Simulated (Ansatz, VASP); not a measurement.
Two plane-wave programs on C

```
CELL_PARAMETERS angstrom
0.00000 1.78337 1.78337
1.78337 0.00000 1.78337
1.78337 1.78337 0.00000
ATOMIC_POSITIONS crystal
C 0.00000 0.00000 0.00000
C 0.25000 0.25000 0.25000
```

Alike in both runs: task relaxation of cell and atoms; functional RPBE; k mesh 10 × 10 × 10; no spin polarisation.

```csv
,VASP,Ansatz
version,VASP 6.6.1,Ansatz 0.2.0
potentials or method,"VASP PAW PBE potentials, release 64 (C)","plane waves, PAW"
plane-wave cutoff (eV),600,420
occupations,"gaussian, width 0.01 eV",fixed
valence electrons in the cell,8,8
```

```csv
,VASP,Ansatz,Ansatz less VASP
relaxed volume (Å³/atom),5.77,5.78,+0.002
relaxed cell length with the largest relative difference (Å),2.537,2.538,+0.0003
```

VASP's potentials were made for PBE, not for RPBE. Ansatz's warnings: stress scf threshold loose.
